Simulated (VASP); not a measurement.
# Mo (I4/mmm) in VASP: notebook

The runs below take Mo through single point, with PBE.

Program: VASP 6.6.1. These are calculated values, not measurements. Logs are shortened: lines on timing, memory, paths and dates and some standing lists are left out, and cuts for length are marked.

### 1 The cell of the first run

It takes space group I4/mmm (No. 139, tetragonal). Conventional cell: a = 3.318 Å, b = 3.318 Å, c = 3.002 Å, α = 90.00°, β = 90.00°, γ = 90.00°. Mo (site symmetry 4/mmm) has 14 Mo at 2.79 to 3.32 Å within 3.7 Å.

### 2 Single point, PBE (strain +0.050 along x and y, -0.050 along z)

Contents of INCAR:

```
SYSTEM = Mo
PREC = Accurate
ENCUT = 520
EDIFF = 1E-6
ISMEAR = 0
SIGMA = 0.15
LREAL = .FALSE.
LASPH = .TRUE.
NELM = 60
ALGO = Fast
ISIF = 2
LWAVE = .FALSE.
LCHARG = .FALSE.
GGA = PE
NBANDS = 13
```

Contents of KPOINTS:

```
regular mesh
0
G
  26 26 26
  0 0 0
```

Contents of POSCAR:

```
Mo
1.0
   -1.6592304070      1.6592304070      1.5012084634
    1.6592304070     -1.6592304070      1.5012084634
    1.6592304070      1.6592304070     -1.5012084634
Mo
1
Direct
    0.0000000000      0.0000000000      0.0000000000
```

Potentials or basis: VASP PAW PBE potentials, release 64 (Mo_sv).

Started as:

```bash
$ cat potpaw_PBE.64/Mo_sv/POTCAR > POTCAR
$ mpirun -np 1 vasp_std > vasp.out
```

OUTCAR:

```text
SYSTEM = Mo
   PREC = Accurate
   ENCUT = 520
   EDIFF = 1E-6
   ISMEAR = 0
   LREAL = .FALSE.
   LASPH = .TRUE.
   NELM = 60
   ISIF = 2
   GGA = PE

 ion  position               nearest neighbor table
   1  0.000  0.000  0.000-

  LATTYP: Found a body centered tetragonal cell.
 ALAT       =     3.3184608140
 C/A-ratio  =     0.9047619047

  Lattice vectors:

 A1 = (  -1.6592304070,   1.6592304070,   1.5012084634)
 A2 = (   1.6592304070,  -1.6592304070,   1.5012084634)
 A3 = (   1.6592304070,   1.6592304070,  -1.5012084634)

Analysis of symmetry for initial positions (statically):
=====================================================================
 Subroutine PRICEL returns:
 Original cell was already a primitive cell.

 Routine SETGRP: Setting up the symmetry group for a
 body centered tetragonal supercell.

 Subroutine GETGRP returns: Found 16 space group operations
 (whereof 16 operations were pure point group operations)
 out of a pool of 16 trial point group operations.

The static configuration has the point symmetry D_4h.

Analysis of symmetry for dynamics (positions and initial velocities):
=====================================================================
 Subroutine PRICEL returns:
 Original cell was already a primitive cell.

 Routine SETGRP: Setting up the symmetry group for a
 body centered tetragonal supercell.

 Subroutine GETGRP returns: Found 16 space group operations
 (whereof 16 operations were pure point group operations)
 out of a pool of 16 trial point group operations.

The dynamic configuration has the point symmetry D_4h.

 Subroutine INISYM returns: Found 16 space group operations
 (whereof 16 operations are pure point group operations),
 and found     1 'primitive' translations

----------------------------------------------------------------------------------------

                                     Primitive cell

  volume of cell :      16.5316

  direct lattice vectors                    reciprocal lattice vectors
    -1.659230407  1.659230407  1.501208463     0.000000000  0.301344526  0.333065002
     1.659230407 -1.659230407  1.501208463     0.301344526  0.000000000  0.333065002
     1.659230407  1.659230407 -1.501208463     0.301344526  0.301344526  0.000000000

  length of vectors
     2.785627028  2.785627028  2.785627028     0.449155673  0.449155673  0.426165515

  position of ions in fractional coordinates (direct lattice)
     0.000000000  0.000000000  0.000000000

  ion indices of the primitive-cell ions
   primitive index   ion index
                 1           1

----------------------------------------------------------------------------------------

 KPOINTS: regular mesh

Automatic generation of k-mesh.
 Grid dimensions read from file:
 generate k-points for:   26   26   26

 Generating k-lattice:

  Cartesian coordinates                     Fractional coordinates (reciprocal lattice)
     0.000000000  0.011590174  0.012810192     0.038461538 -0.000000000  0.000000000
     0.011590174  0.000000000  0.012810192    -0.000000000  0.038461538  0.000000000
     0.011590174  0.011590174  0.000000000     0.000000000  0.000000000  0.038461538

  Length of vectors
     0.017275218  0.017275218  0.016390981

  Shift w.r.t. Gamma in fractional coordinates (k-lattice)
     0.000000000  0.000000000  0.000000000

 Subroutine IBZKPT returns following result:
 ===========================================

 Found   1330 irreducible k-points:

 Following reciprocal coordinates:
            Coordinates               Weight
  0.000000  0.000000  0.000000      1.000000
  0.038462 -0.000000  0.000000      8.000000
  0.076923 -0.000000  0.000000      8.000000
  0.115385 -0.000000  0.000000      8.000000
  0.153846 -0.000000  0.000000      8.000000
  0.192308  0.000000  0.000000      8.000000
[... 16 lines left out ...]
  0.346154  0.038462  0.000000     16.000000
  0.384615  0.038462  0.000000     16.000000
 [... further k-points ...]
   k-points           NKPTS =   1330   k-points in BZ     NKDIM =   1330   number of bands    NBANDS=     13
   number of dos      NEDOS =    301   number of ions     NIONS =      1
   total plane-waves  NPLWV =  13824
   dimension x,y,z NGX =    24 NGY =   24 NGZ =   24
   dimension x,y,z NGXF=    48 NGYF=   48 NGZF=   48
   ions per type =               1
   NGX,Y,Z   is equivalent  to a cutoff of  14.32, 14.32, 14.32 a.u.
   NGXF,Y,Z  is equivalent  to a cutoff of  28.65, 28.65, 28.65 a.u.
 SYSTEM =  Mo
   PREC   = accura    normal or accurate (medium, high low for compatibility)
   ISTART =      0    job   : 0-new  1-cont  2-samecut
   ICHARG =      2    charge: 1-file 2-atom 10-const
   ISPIN  =      1    spin polarized calculation?
   LNONCOLLINEAR =      F non collinear calculations
   LSORBIT =      F    spin-orbit coupling
   LASPH  =      T    aspherical Exc in radial PAW
   ENCUT  =  520.0 eV  38.22 Ry    6.18 a.u.   5.18  5.18  5.18*2*pi/ulx,y,z
   NELM   =     60;   NELMIN=  2; NELMDL= -5     # of ELM steps
   EDIFF  = 0.1E-05   stopping-criterion for ELM
   LREAL  =      F    real-space projection
   EDIFFG = 0.1E-04   stopping-criterion for IOM
   NSW    =      0    number of steps for IOM
   IBRION =     -1    ionic relax: 0-MD 1-quasi-New 2-CG
   NFREE  =      0    steps in history (QN), initial steepest desc. (CG)
   ISIF   =      2    stress and relaxation
   ISYM   =      2    0-nonsym 1-usesym 2-fastsym
   POTIM  = 0.5000    time-step for ionic-motion
   TEBEG  =    0.0;   TEEND  =   0.0 temperature during run
   PSTRESS=    0.0 pullay stress
   NELECT =      14.0000    total number of electrons
   NUPDOWN=      -1.0000    fix difference up-down
   EMIN   =  10.00;   EMAX   =-10.00  energy-range for DOS
   EFERMI =   0.00;   METHOD = LEGACY
   ISMEAR =     0;   SIGMA  =   0.15  broadening in eV -4-tet -1-fermi 0-gaus
   EFERMI_NEDOS =   21; number of points for ismear=-14 and -15
   IALGO  =     68    algorithm
   IMIX   =      4    mixing-type and parameters
     AMIX     =   0.40;   BMIX     =  1.00
     AMIX_MAG =   1.60;   BMIX_MAG =  1.00
  volume/ion in A,a.u.               =      16.53       111.56
  Fermi-wavevector in a.u.,A,eV,Ry     =   1.548862  2.926925 32.640014  2.398973
  Thomas-Fermi vector in A             =   2.653751
   LORBIT       =      0    0 simple, 1 ext, 2 COOP (PROOUT), +10 PAW based schemes
   GGA     = PE    functional components
   LHFCALC =     F    Hartree Fock is set to
   AEXX    =    0.0000 exact exchange contribution
   IVDW    =     0    specifies the selected vdW correction
   LEPSILON=     F    determine dielectric tensor
   LRPA    =     F    only Hartree local field effects (RPA)
 non-spin polarized calculation
 RMM-DIIS sequential band-by-band and
 Gauss-broadening in eV      SIGMA  =   0.15
  energy-cutoff  :      520.00
  volume of cell :       16.53
 maximum number of plane-waves:       464
 NGX is ok and might be reduce to    24
   NGX = 11   NGY = 11   NGZ = 11

 number of electron      14.0000002 magnetization

 Free energy of the ion-electron system (eV)
  ---------------------------------------------------
  ext. energy  EPLUGINS =         0.00000000
  ---------------------------------------------------
  free energy    TOTEN  =       -10.82255445 eV

  energy without entropy =      -10.81399033  energy(sigma->0) =      -10.81827239

 E-fermi :  11.6854     XC(G=0): -13.0737

 val. band max:       11.6822698335   @ k =  -0.1154   0.1923   0.0385
 cond. band min:      11.6857416914   @ k =  -0.2692   0.3462   0.1538
 fundamental gap:      0.0034718579
 Fermi energy:        11.6853535952

 k-point     1 :       0.0000    0.0000    0.0000
  band No.  band energies     occupation
      1     -49.5534      2.00000
      2     -22.9595      2.00000
      3     -22.9595      2.00000
      4     -22.8930      2.00000
      5       4.6743      2.00000
      6       9.7822      2.00000
      7      10.9243      2.00000
      8      10.9243      2.00000
      9      12.4633      0.00000
     10      13.8872      0.00000
     11      25.9206      0.00000
     12      25.9206      0.00000
     13      27.8797      0.00000

 k-point     2 :       0.0385   -0.0000    0.0000
  band No.  band energies     occupation
      1     -49.5502      2.00000
      2     -22.9690      2.00000
      3     -22.9654      2.00000
      4     -22.9028      2.00000
      5       4.7390      2.00000
      6       9.7993      2.00000
      7      10.9094      2.00000
      8      10.9236      2.00000
      9      12.4685      0.00000
     10      13.8416      0.00000
     11      26.0252      0.00000
     12      26.0337      0.00000
     13      27.9129      0.00000

 k-point     3 :       0.0769   -0.0000    0.0000
  band No.  band energies     occupation
      1     -49.5409      2.00000
      2     -23.0079      2.00000
      3     -22.9827      2.00000
      4     -22.9202      2.00000
      5       4.9294      2.00000
      6       9.8269      2.00000
      7      10.8580      2.00000
      8      10.9494      2.00000
      9      12.4909      0.00000
     10      13.7225      0.00000
     11      26.3136      0.00000
     12      26.3675      0.00000
     13      27.9901      0.00000

 k-point     4 :       0.1154   -0.0000    0.0000
  band No.  band energies     occupation
      1     -49.5260      2.00000
      2     -23.0855      2.00000
      3     -23.0102      2.00000
      4     -22.9321      2.00000
      5       5.2329      2.00000
      6       9.8037      2.00000
      7      10.7568      2.00000
      8      11.0724      2.00000
      9      12.5483      0.00000
     10      13.5717      0.00000
     11      26.7071      0.00000
     12      26.9068      0.00000
     13      28.0517      0.00000

 k-point     5 :       0.1538   -0.0000    0.0000
  band No.  band energies     occupation
      1     -49.5062      2.00000
      2     -23.1933      2.00000
      3     -23.0463      2.00000
      4     -22.9412      2.00000
      5       5.6260      2.00000
      6       9.6884      2.00000
      7      10.6078      2.00000
      8      11.3466      1.99860
      9      12.6586      0.00000
     10      13.4322      0.00000
     11      27.0367      0.00000
     12      27.6295      0.00000
     13      28.0600      0.00000
[... 257 lines left out ...]
 k-point    22 :       0.3077    0.0385    0.0000
  band No.  band energies     occupation
      1     -49.3893      2.00000
      2     -23.8070      2.00000
      3     -23.2487      2.00000
      4     -22.9899      2.00000
      5       7.0160      2.00000
      6       8.7144      2.00000
      7      10.9860      2.00000
      8      13.1043      0.00000
      9      13.9127      0.00000
     10      14.0750      0.00000
     11      24.9221      0.00000
     12      26.3326      0.00000
     13      30.9299      0.00000

 k-point    23 :       0.3462    0.0385    0.0000
  band No.  band energies     occupation
      1     -49.3674      2.00000
      2     -23.9166      2.00000
      3     -23.2881      2.00000
      4     -22.9958      2.00000
      5       6.9629      2.00000
      6       8.5363      2.00000
      7      11.5743      1.70481
      8      13.1942      0.00000
      9      14.2423      0.00000
     10      14.7019      0.00000
     11      24.2771      0.00000
     12      25.3194      0.00000
     13      29.7566      0.00000

 k-point    24 :       0.3846    0.0385    0.0000
  band No.  band energies     occupation
      1     -49.3499      2.00000
      2     -24.0034      2.00000
      3     -23.3198      2.00000
      4     -23.0002      2.00000
      5       6.8695      2.00000
      6       8.3982      2.00000
      7      12.1666      0.00001
      8      13.3174      0.00000
      9      14.4679      0.00000
     10      15.3341      0.00000
     11      23.7070      0.00000
     12      24.4121      0.00000
     13      28.7451      0.00000

 [... further k-points ...]

------------------------ aborting loop because EDIFF is reached ----------------------------------------

  FORCE on cell =-STRESS in cart. coord.  units (eV):
  Direction    XX          YY          ZZ          XY          YZ          ZX
  --------------------------------------------------------------------------------------
  -------------------------------------------------------------------------------------
  Total       -1.8349404     -1.8349404      0.8435080      0.0000000      0.0000000      0.0000000
  in kB     -177.8353753   -177.8353753     81.7495576      0.0000000      0.0000000      0.0000000
  external PRESSURE =     -91.3070643 kB  Pullay stress =       0.0000000 kB

 VOLUME and BASIS-vectors are now :
 -----------------------------------------------------------------------------
  energy-cutoff  :      520.00
  volume of cell :       16.53
      direct lattice vectors                 reciprocal lattice vectors
    -1.659230407  1.659230407  1.501208463     0.000000000  0.301344526  0.333065002
     1.659230407 -1.659230407  1.501208463     0.301344526  0.000000000  0.333065002
     1.659230407  1.659230407 -1.501208463     0.301344526  0.301344526  0.000000000

 POSITION                                       TOTAL-FORCE (eV/Angst)
 -----------------------------------------------------------------------------------
      0.00000      0.00000      0.00000         0.000000      0.000000     -0.000000
 -----------------------------------------------------------------------------------
    total drift:                               -0.000000      0.000000      0.000000

  FREE ENERGIE OF THE ION-ELECTRON SYSTEM (eV)
  ---------------------------------------------------
  free  energy   TOTEN  =       -10.8225544473 eV

  energy  without entropy=      -10.8139903325  energy(sigma->0) =      -10.81827239
```

Run time: 4.7 min. Hardware: 1 thread of AMD EPYC 9R14 (Zen 4), shared host; peak memory 0.33 GiB.

Results:

| Property | Result |
| --- | --- |
| Free energy | -10.8226 eV |
| Pressure | -9.1 GPa |
| Band gap on the k mesh | zero (bands 7 and 8 overlap by 4.77 eV) |

Caveat: the cell differs from its parent crystal (strain +0.050 along x and y, -0.050 along z); the cell stands under tension.

### 3 Single point, PBE (strain +0.050 along x and y, -0.025 along z)

Contents of INCAR:

```
SYSTEM = Mo
PREC     = Accurate       ! precision mode
ENCUT    = 520            ! plane-wave cutoff, eV
EDIFF    = 1E-6           ! SCF threshold, eV
ISMEAR   = 0              ! smearing method
SIGMA    = 0.15           ! smearing width, eV
LREAL    = .False.        ! projectors in reciprocal space
LASPH    = .True.         ! aspherical terms in the spheres
NELM     = 60             ! most SCF steps
ALGO     = Fast           ! electronic algorithm
ISIF     = 2              ! what is computed and relaxed
LWAVE    = .False.        ! write WAVECAR
LCHARG   = .True.         ! write CHGCAR
GGA      = PE             ! functional
LELF     = .True.         ! ELF
LVHAR    = .True.       
NBANDS   = 13             ! bands
```

Contents of KPOINTS:

```
regular mesh
0
Gamma
  26 26 26
  0 0 0
```

Contents of POSCAR:

```
Mo
1.0
   -1.6592304070      1.6592304070      1.5407139493
    1.6592304070     -1.6592304070      1.5407139493
    1.6592304070      1.6592304070     -1.5407139493
Mo
1
Direct
    0.0000000000      0.0000000000      0.0000000000
```

Potentials or basis: VASP PAW PBE potentials, release 64 (Mo_sv).

Started as:

```bash
$ cat potpaw_PBE.64/Mo_sv/POTCAR > POTCAR
$ mpirun -np 1 vasp_std > vasp.out
```

Run time: 4.8 min. Hardware: 1 thread of AMD EPYC 9R14 (Zen 4), shared host; peak memory 0.33 GiB.

Results (log left out):

```
Free energy            : -10.8303 eV
Pressure               : -14.9 GPa
Band gap on the k mesh : zero (bands 7 and 8 overlap by 4.63 eV)
```

Stress tensor (GPa, compression positive):
```
-21.11   0.00   0.00
  0.00 -21.11   0.00
  0.00   0.00  -2.39
```

Levels at points of the mesh, in eV from the Fermi level:
```
           k point  band 3  band 4  band 5  band 6  band 7  band 8  band 9  band 10  band 11  band 12
(0.00, 0.00, 0.00)  -34.71  -34.67   -6.93   -1.69   -0.89   -0.89    0.97     1.98    14.30    14.30
(0.50, 0.00, 0.00)  -35.07  -34.73   -4.85   -3.27    1.51    1.58    2.58     4.20    10.70    11.70
(0.50, 0.50, 0.00)  -34.97  -34.68   -4.79   -2.42    0.85    1.02    1.77     4.11    10.02    12.10
(0.50, 0.50, 0.50)  -35.51  -35.31   -4.90   -4.74    3.49    3.49    3.71     7.84     7.84     9.79
```

Caveat: the cell differs from its parent crystal (strain +0.050 along x and y, -0.025 along z); the cell stands under tension.
